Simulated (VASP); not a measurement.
Write the native input for VASP 6.6.1 that does the following.

```yaml
Task: single point
Functional: PBEsol
Potentials_or_basis: VASP PAW PBE potentials, release 64 (Mg)
Cutoff: 520 eV
k_mesh: 19 × 19 × 10
Occupations: fermi-dirac, width 0.1 eV
Spin: no spin polarisation
Dipole_correction: no
Further_INCAR_settings: ALGO = Normal; EDIFF = 1e-07; NBANDS = 9
```

The structure of Mg lies in POSCAR:

```
Mg
1.0
    3.0879314174      0.0000000000      0.0000000000
   -1.5439657087      2.6742270526      0.0000000000
    0.0000000000      0.0000000000      5.0130351019
Mg
2
Direct
    0.3333333333      0.6666666667      0.2500000000
    0.6666666667      0.3333333333      0.7500000000
```

One way to write it, as run:

INCAR

```
PREC = Accurate
ENCUT = 520
EDIFF = 1E-7
ISMEAR = -1
SIGMA = 0.1
LREAL = False
LASPH = True
NELM = 60
ALGO = Normal
ISIF = 2
LWAVE = False
LCHARG = False
GGA = PS
NBANDS = 9
```

KPOINTS

```
regular mesh
0
Gamma
  19 19 10
```

Potentials or basis: VASP PAW PBE potentials, release 64 (Mg).

Command:

```console
$ cat potpaw_PBE.64/Mg/POTCAR > POTCAR
$ mpirun -np 1 vasp_std > vasp.out
```

It gave:

```
Pressure               : 3.8 GPa
Band gap on the k mesh : zero (bands 2 and 3 overlap by 2.20 eV)
```

Caveat: the cell stands under pressure; the PAW data sets were made with another functional, which shifts forces and pressure a little.

Wall time 72 s on 1 thread of Intel Xeon 8259CL, with other jobs on the host, peak memory 0.22 GiB.
